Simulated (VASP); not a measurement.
# TiO (P-6m2) in VASP: notebook, part 2 of 2

VASP 6.6.1. Earlier steps stand in the parts before.

## Step 3: Single point, PBEsol

This run uses another cell than the first one, of 9.13 Å³/atom.

INCAR

```
  PREC = Accurate
  ENCUT = 520
  EDIFF = 1E-6
  ISMEAR = 0
  SIGMA = 0.15
  LREAL = False
  LASPH = True
  NELM = 60
  ALGO = Normal
  ISIF = 2
  LWAVE = False
  LCHARG = False
  GGA = PS
  NBANDS = 16
```

KPOINTS

```
regular mesh
0
Gamma
  18 18 16
```

POSCAR

```
TiO
1.0
    2.9280000000      0.0000000000      0.0000000000
   -1.4640000000      2.5357223823      0.0000000000
    0.0000000000      0.0000000000      2.4585000000
Ti O
1 1
Direct
    0.6666666667      0.3333333333      0.0000000000
    0.0000000000      0.0000000000      0.5000000000
```

Potentials or basis: VASP PAW PBE potentials, release 64 (Ti_sv, O).

On the command line:

```sh
> cat potpaw_PBE.64/Ti_sv/POTCAR potpaw_PBE.64/O/POTCAR > POTCAR
> mpirun -np 1 vasp_std > vasp.out
```

OUTCAR:

```text
PREC = Accurate
   ENCUT = 520
   EDIFF = 1E-6
   ISMEAR = 0
   LREAL = False
   LASPH = True
   NELM = 60
   ISIF = 2
   GGA = PS

 ion  position               nearest neighbor table
   1  0.667  0.333  0.000-   2 2.09   2 2.09   2 2.09   2 2.09   2 2.09   2 2.09
   2  0.000  0.000  0.500-   1 2.09   1 2.09   1 2.09   1 2.09   1 2.09   1 2.09

  LATTYP: Found a hexagonal cell.
 ALAT       =     2.9280000000
 C/A-ratio  =     0.8396516393

  Lattice vectors:

 A1 = (   2.9280000000,   0.0000000000,   0.0000000000)
 A2 = (  -1.4640000000,   2.5357223823,   0.0000000000)
 A3 = (   0.0000000000,   0.0000000000,   2.4585000000)

Analysis of symmetry for initial positions (statically):
=====================================================================
 Subroutine PRICEL returns:
 Original cell was already a primitive cell.

 Routine SETGRP: Setting up the symmetry group for a
 hexagonal supercell.

 Subroutine GETGRP returns: Found 12 space group operations
 (whereof 12 operations were pure point group operations)
 out of a pool of 24 trial point group operations.

The static configuration has the point symmetry D_3h.

Analysis of symmetry for dynamics (positions and initial velocities):
=====================================================================
 Subroutine PRICEL returns:
 Original cell was already a primitive cell.

 Routine SETGRP: Setting up the symmetry group for a
 hexagonal supercell.

 Subroutine GETGRP returns: Found 12 space group operations
 (whereof 12 operations were pure point group operations)
 out of a pool of 24 trial point group operations.

The dynamic configuration has the point symmetry D_3h.

 Subroutine INISYM returns: Found 12 space group operations
 (whereof 12 operations are pure point group operations),
 and found     1 'primitive' translations

----------------------------------------------------------------------------------------

                                     Primitive cell

  volume of cell :      18.2534

  direct lattice vectors                    reciprocal lattice vectors
     2.928000000  0.000000000  0.000000000     0.341530055  0.197182469  0.000000000
    -1.464000000  2.535722382  0.000000000     0.000000000  0.394364938  0.000000000
     0.000000000  0.000000000  2.458500000     0.000000000  0.000000000  0.406752085

  length of vectors
     2.928000000  2.928000000  2.458500000     0.394364938  0.394364938  0.406752085

  position of ions in fractional coordinates (direct lattice)
     0.666666667  0.333333333  0.000000000
     0.000000000  0.000000000  0.500000000

  ion indices of the primitive-cell ions
   primitive index   ion index
                 1           1
                 2           2

----------------------------------------------------------------------------------------

 KPOINTS: regular mesh

Automatic generation of k-mesh.
 Grid dimensions read from file:
 generate k-points for:   18   18   16

 Generating k-lattice:

  Cartesian coordinates                     Fractional coordinates (reciprocal lattice)
     0.018973892  0.010954582  0.000000000     0.055555556  0.000000000  0.000000000
     0.000000000  0.021909163  0.000000000     0.000000000  0.055555556  0.000000000
     0.000000000  0.000000000  0.025422005     0.000000000  0.000000000  0.062500000

  Length of vectors
     0.021909163  0.021909163  0.025422005

  Shift w.r.t. Gamma in fractional coordinates (k-lattice)
     0.000000000  0.000000000  0.000000000

 Subroutine IBZKPT returns following result:
 ===========================================

 Found    333 irreducible k-points:

 Following reciprocal coordinates:
            Coordinates               Weight
  0.000000  0.000000  0.000000      1.000000
  0.055556 -0.000000  0.000000      6.000000
  0.111111 -0.000000  0.000000      6.000000
  0.166667  0.000000  0.000000      6.000000
  0.222222  0.000000  0.000000      6.000000
  0.277778  0.000000  0.000000      6.000000
[... 16 lines left out ...]
  0.333333  0.111111  0.000000     12.000000
  0.388889  0.111111  0.000000     12.000000
 [... further k-points ...]
   k-points           NKPTS =    333   k-points in BZ     NKDIM =    333   number of bands    NBANDS=     16
   number of dos      NEDOS =    301   number of ions     NIONS =      2
   total plane-waves  NPLWV =  10368
   dimension x,y,z NGX =    24 NGY =   24 NGZ =   18
   dimension x,y,z NGXF=    48 NGYF=   48 NGZF=   36
   ions per type =               1   1
   NGX,Y,Z   is equivalent  to a cutoff of  13.63, 13.63, 12.17 a.u.
   NGXF,Y,Z  is equivalent  to a cutoff of  27.25, 27.25, 24.34 a.u.
 SYSTEM =  unknown system
   PREC   = accura    normal or accurate (medium, high low for compatibility)
   ISTART =      0    job   : 0-new  1-cont  2-samecut
   ICHARG =      2    charge: 1-file 2-atom 10-const
   ISPIN  =      1    spin polarized calculation?
   LNONCOLLINEAR =      F non collinear calculations
   LSORBIT =      F    spin-orbit coupling
   LASPH  =      T    aspherical Exc in radial PAW
   ENCUT  =  520.0 eV  38.22 Ry    6.18 a.u.   5.44  5.44  4.57*2*pi/ulx,y,z
   NELM   =     60;   NELMIN=  2; NELMDL= -5     # of ELM steps
   EDIFF  = 0.1E-05   stopping-criterion for ELM
   LREAL  =      F    real-space projection
   EDIFFG = 0.1E-04   stopping-criterion for IOM
   NSW    =      0    number of steps for IOM
   IBRION =     -1    ionic relax: 0-MD 1-quasi-New 2-CG
   NFREE  =      0    steps in history (QN), initial steepest desc. (CG)
   ISIF   =      2    stress and relaxation
   ISYM   =      2    0-nonsym 1-usesym 2-fastsym
   POTIM  = 0.5000    time-step for ionic-motion
   TEBEG  =    0.0;   TEEND  =   0.0 temperature during run
   PSTRESS=    0.0 pullay stress
   NELECT =      18.0000    total number of electrons
   NUPDOWN=      -1.0000    fix difference up-down
   EMIN   =  10.00;   EMAX   =-10.00  energy-range for DOS
   EFERMI =   0.00;   METHOD = LEGACY
   ISMEAR =     0;   SIGMA  =   0.15  broadening in eV -4-tet -1-fermi 0-gaus
   EFERMI_NEDOS =   21; number of points for ismear=-14 and -15
   IALGO  =     38    algorithm
   IMIX   =      4    mixing-type and parameters
     AMIX     =   0.40;   BMIX     =  1.00
     AMIX_MAG =   1.60;   BMIX_MAG =  1.00
  volume/ion in A,a.u.               =       9.13        61.59
  Fermi-wavevector in a.u.,A,eV,Ry     =   1.629489  3.079287 36.126641  2.655233
  Thomas-Fermi vector in A             =   2.721946
   LORBIT       =      0    0 simple, 1 ext, 2 COOP (PROOUT), +10 PAW based schemes
   GGA     = PS    functional components
   LHFCALC =     F    Hartree Fock is set to
   AEXX    =    0.0000 exact exchange contribution
   IVDW    =     0    specifies the selected vdW correction
   LEPSILON=     F    determine dielectric tensor
   LRPA    =     F    only Hartree local field effects (RPA)
 non-spin polarized calculation
 Gauss-broadening in eV      SIGMA  =   0.15
  energy-cutoff  :      520.00
  volume of cell :       18.25
 maximum number of plane-waves:       513
 NGX is ok and might be reduce to    24
   NGX = 11   NGY = 11   NGZ =  9

 number of electron      18.0000000 magnetization

 Free energy of the ion-electron system (eV)
  ---------------------------------------------------
  ext. energy  EPLUGINS =         0.00000000
  ---------------------------------------------------
  free energy    TOTEN  =       -18.18374594 eV

  energy without entropy =      -18.17672225  energy(sigma->0) =      -18.18023409

 E-fermi :  12.1350     XC(G=0): -13.3890

 val. band max:       12.1328130026   @ k =   0.0556  -0.0000   0.3750
 cond. band min:      12.1581016465   @ k =   0.3333   0.2778   0.4375
 fundamental gap:      0.0252886439
 Fermi energy:        12.1349705576

 k-point     1 :       0.0000    0.0000    0.0000
  band No.  band energies     occupation
      1     -45.3257      2.00000
      2     -21.3711      2.00000
      3     -21.3711      2.00000
      4     -21.0272      2.00000
      5     -10.2839      2.00000
      6       5.0386      2.00000
[... 8 lines left out ...]
     15      27.7787      0.00000
     16      27.7999      0.00000
[... 419 lines left out ...]
 k-point    24 :       0.3889    0.1111    0.0000
  band No.  band energies     occupation
      1     -45.2259      2.00000
      2     -22.1192      2.00000
      3     -21.5737      2.00000
      4     -20.9544      2.00000
      5      -9.0659      2.00000
      6       2.9257      2.00000
[... 8 lines left out ...]
     15      23.7989      0.00000
     16      27.8134      0.00000

 [... further k-points ...]
[... 5 lines left out ...]
  --------------------------------------------------------------------------------------
  -------------------------------------------------------------------------------------
  Total       -1.1248592     -1.1248592      8.4660719      0.0000000      0.0000000      0.0000000
  in kB      -98.7337822    -98.7337822    743.1039079      0.0000000      0.0000000      0.0000000
  external PRESSURE =     181.8787812 kB  Pullay stress =       0.0000000 kB

 VOLUME and BASIS-vectors are now :
 -----------------------------------------------------------------------------
  energy-cutoff  :      520.00
  volume of cell :       18.25
      direct lattice vectors                 reciprocal lattice vectors
     2.928000000  0.000000000  0.000000000     0.341530055  0.197182469  0.000000000
    -1.464000000  2.535722382  0.000000000     0.000000000  0.394364938  0.000000000
     0.000000000  0.000000000  2.458500000     0.000000000  0.000000000  0.406752085

 POSITION                                       TOTAL-FORCE (eV/Angst)
 -----------------------------------------------------------------------------------
      1.46400      0.84524      0.00000        -0.000000      0.000000      0.000000
      0.00000      0.00000      1.22925         0.000000      0.000000      0.000000
 -----------------------------------------------------------------------------------
    total drift:                               -0.000000      0.000000      0.000000

  FREE ENERGIE OF THE ION-ELECTRON SYSTEM (eV)
  ---------------------------------------------------
  free  energy   TOTEN  =       -18.1837459359 eV

  energy  without entropy=      -18.1767222469  energy(sigma->0) =      -18.18023409
```

OSZICAR:

```text
N       E                     dE             d eps       ncg     rms          rms(c)
DAV:   1     0.159110834336E+03    0.15911E+03   -0.97281E+03 10680   0.145E+03
DAV:   2    -0.907266978346E+01   -0.16818E+03   -0.16090E+03 11192   0.376E+02
DAV:   3    -0.205296484663E+02   -0.11457E+02   -0.11368E+02 18432   0.940E+01
DAV:   4    -0.207756100936E+02   -0.24596E+00   -0.24526E+00 11528   0.119E+01
DAV:   5    -0.207802294023E+02   -0.46193E-02   -0.46192E-02 13664   0.137E+00    0.162E+01
DAV:   6    -0.183483401336E+02    0.24319E+01   -0.91177E+00 15136   0.436E+01    0.643E+00
DAV:   7    -0.181936135822E+02    0.15473E+00   -0.59156E-01 13056   0.103E+01    0.474E+00
DAV:   8    -0.181955313585E+02   -0.19178E-02   -0.22913E-01 14792   0.545E+00    0.177E+00
DAV:   9    -0.181829814269E+02    0.12550E-01   -0.45528E-02 12120   0.288E+00    0.486E-01
DAV:  10    -0.181839764174E+02   -0.99499E-03   -0.17589E-03 11760   0.534E-01    0.246E-01
DAV:  11    -0.181837507134E+02    0.22570E-03   -0.35359E-04 13848   0.281E-01    0.548E-02
DAV:  12    -0.181837459906E+02    0.47228E-05   -0.45329E-05 11536   0.687E-02    0.107E-02
DAV:  13    -0.181837459359E+02    0.54713E-07   -0.14279E-06 12016   0.129E-02
   1 F= -.18183746E+02 E0= -.18180234E+02  d E =-.702369E-02
```

stdout:

```text
POSCAR found type information on POSCAR TiO
 POSCAR found :  2 types and       2 ions
 scaLAPACK will be used
 -----------------------------------------------------------------------------
|                                                                             |
|                                                                             |
|     You enforced a specific xc type in the INCAR file but a different       |
|     I HOPE YOU KNOW WHAT YOU ARE DOING!                                     |
|                                                                             |
 -----------------------------------------------------------------------------

 LDA part: xc-table for (Slater+PW92), standard interpolation
 POSCAR, INCAR and KPOINTS ok, starting setup
 FFT: planning ... GRIDC
 FFT: planning ... GRID_SOFT
 FFT: planning ... GRID
 WAVECAR not read
 entering main loop
```

It took 2.9 min on 1 thread of AMD EPYC 7R13, shared host; peak memory 0.18 GiB.

Results:

```yaml
Free_energy: -18.1837 eV
Pressure: 18.2 GPa
Band_gap_on_the_k_mesh: zero (bands 9 and 10 overlap by 0.90 eV)
```

Caveat: the stress differs along the axes, from -10 to 74 GPa; the PAW data sets were made with another functional, which shifts forces and pressure a little; semilocal functionals often make such compounds metallic where correlation or magnetic order opens a gap, which also shifts bond lengths.

## Step 4: Single point, PBEsol

This run uses another cell than the first one, of 9.17 Å³/atom.

INCAR

```
PREC = Accurate ; ENCUT = 520
EDIFF = 1E-6 ; ISMEAR = 0
SIGMA = 0.15 ; LREAL = F
LASPH = T ; NELM = 60
ALGO = Normal ; ISIF = 2
LWAVE = F ; LCHARG = F
GGA = PS ; NBANDS = 16
```

KPOINTS

```
Automatic mesh
0
Gamma
  18 18 16
```

POSCAR

```
TiO
1.0
    2.6492000000      0.0000000000      0.0000000000
   -1.3246000000      2.2942744997      0.0000000000
    0.0000000000      0.0000000000      3.0173000000
Ti O
1 1
Direct
    0.6666666667      0.3333333333      0.0000000000
    0.0000000000      0.0000000000      0.5000000000
```

On the command line:

```sh
> cat potpaw_PBE.64/Ti_sv/POTCAR potpaw_PBE.64/O/POTCAR > POTCAR
> mpirun -np 1 vasp_std > vasp.out
```

Run time: 2.8 min. Hardware: 1 thread of AMD EPYC 7R13, shared host; peak memory 0.18 GiB.

It converged, with:

```yaml
Free_energy: -18.4897 eV
Pressure: 6.1 GPa
Band_gap_on_the_k_mesh: 0.07 eV (least direct gap 0.08 eV)
```

Stress tensor (GPa, compression positive):
```
 25.13   0.00   0.00
  0.00  25.13   0.00
  0.00   0.00 -31.89
```

Levels at points of the mesh, in eV from the valence-band top:
| k point | band 5 | band 6 | band 7 | band 8 | band 9 | band 10 | band 11 | band 12 | band 13 | band 14 |
| --- | --- | --- | --- | --- | --- | --- | --- | --- | --- | --- |
| (0.00, 0.00, 0.00) | -21.74 | -5.78 | -4.54 | -4.54 | -3.34 | 1.46 | 1.46 | 2.42 | 2.42 | 3.05 |
| (0.50, 0.00, 0.00) | -20.00 | -8.93 | -7.04 | -4.55 | -2.75 | 1.71 | 2.72 | 2.93 | 3.75 | 6.74 |
| (0.00, 0.00, 0.50) | -20.52 | -9.19 | -4.22 | -4.22 | -0.34 | 0.07 | 0.07 | 2.60 | 2.60 | 8.22 |
| (0.50, 0.00, 0.50) | -20.28 | -7.99 | -7.63 | -5.76 | -1.22 | 1.83 | 2.92 | 3.72 | 3.88 | 8.60 |

Caveat: the stress differs along the axes, from -32 to 25 GPa; the smearing spreads over this small gap; semilocal functionals underestimate gaps, and a narrow one can read as zero; the PAW data sets were made with another functional, which shifts forces and pressure a little.

## Step 5: Single point, PBEsol

This run uses another cell than the first one, of 9.14 Å³/atom.

INCAR

```
SYSTEM = TiO
PREC = Accurate ; ENCUT = 520
EDIFF = 1E-6 ; ISMEAR = 0
SIGMA = 0.15 ; LREAL = .FALSE.
LASPH = .TRUE. ; NELM = 100
ALGO = Normal ; ISIF = 2
LWAVE = .FALSE. ; LCHARG = .TRUE.
GGA = PS ; LELF = .TRUE.
LVHAR = .TRUE. ; NBANDS = 16
```

KPOINTS

```
Automatic mesh
0
G
  18 18 16
  0 0 0
```

POSCAR

```
TiO
1.0
    2.6956000000      0.0000000000      0.0000000000
   -1.3478000000      2.3344580784      0.0000000000
    0.0000000000      0.0000000000      2.9055000000
Ti O
1 1
Direct
    0.6666666667      0.3333333333      0.0000000000
    0.0000000000      0.0000000000      0.5000000000
```

On the command line:

```sh
> cat potpaw_PBE.64/Ti_sv/POTCAR potpaw_PBE.64/O/POTCAR > POTCAR
> mpirun -np 1 vasp_std > vasp.out
```

Wall time 2.9 min (1 thread of AMD EPYC 7R13, shared host); peak memory 0.18 GiB.

The run converged. Its results:

```
Free energy            : -18.6726 eV
Pressure               : 7.4 GPa
Band gap on the k mesh : zero (bands 9 and 10 overlap by 0.03 eV)
```

Stress tensor (GPa, compression positive):
```
 17.91   0.00   0.00
  0.00  17.91   0.00
  0.00   0.00 -13.62
```

Levels at points of the mesh, in eV from the Fermi level:
| k point | band 7 | band 8 | band 9 | band 10 | band 11 | band 12 |
| --- | --- | --- | --- | --- | --- | --- |
| (0.00, 0.00, 0.00) | -5.17 | -5.17 | -3.23 | 1.62 | 1.62 | 2.34 |
| (0.50, 0.00, 0.00) | -7.01 | -5.04 | -2.68 | 1.70 | 2.64 | 2.86 |
| (0.00, 0.00, 0.50) | -4.83 | -4.83 | 0.05 | 0.05 | 0.21 | 2.38 |
| (0.50, 0.00, 0.50) | -7.96 | -6.33 | -0.99 | 1.97 | 3.10 | 3.50 |

Caveat: the stress differs along the axes, from -14 to 18 GPa; the PAW data sets were made with another functional, which shifts forces and pressure a little; semilocal functionals often make such compounds metallic where correlation or magnetic order opens a gap, which also shifts bond lengths.

## Step 6: Overview

```csv
cell,gap on the mesh (eV),pressure (GPa)
"a = 2.742, b = 2.742, c = 2.794 Å, angles 90.0, 90.0, 120.0°, 2 atoms",none,9.8
"a = 2.928, b = 2.928, c = 2.458 Å, angles 90.0, 90.0, 120.0°, 2 atoms",none,18.2
"a = 2.649, b = 2.649, c = 3.017 Å, angles 90.0, 90.0, 120.0°, 2 atoms",0.07,6.1
"a = 2.696, b = 2.696, c = 2.905 Å, angles 90.0, 90.0, 120.0°, 2 atoms",none,7.4
```

Alike in all rows: task single point; level PBEsol; potentials or basis VASP PAW PBE potentials, release 64 (Ti_sv, O); no spin polarisation; k mesh 18 × 18 × 16; cutoff (eV) 520; smearing gaussian 0.15 eV.

Caveats: the PAW data sets were made with another functional, which shifts forces and pressure a little; semilocal functionals often make such compounds metallic where correlation or magnetic order opens a gap, which also shifts bond lengths (at least some runs); the stress differs along the axes, from 6 to 12 GPa (at least some runs); the stress differs along the axes, from -10 to 74 GPa (at least some runs); the stress differs along the axes, from -32 to 25 GPa (at least some runs); the smearing spreads over this small gap (at least some runs); semilocal functionals underestimate gaps, and a narrow one can read as zero (at least some runs).

Total energies depend on the potentials used, so only differences within one code and one set of settings carry meaning.

The gap in the log of VASP goes by the Fermi energy; the results here count the filled bands.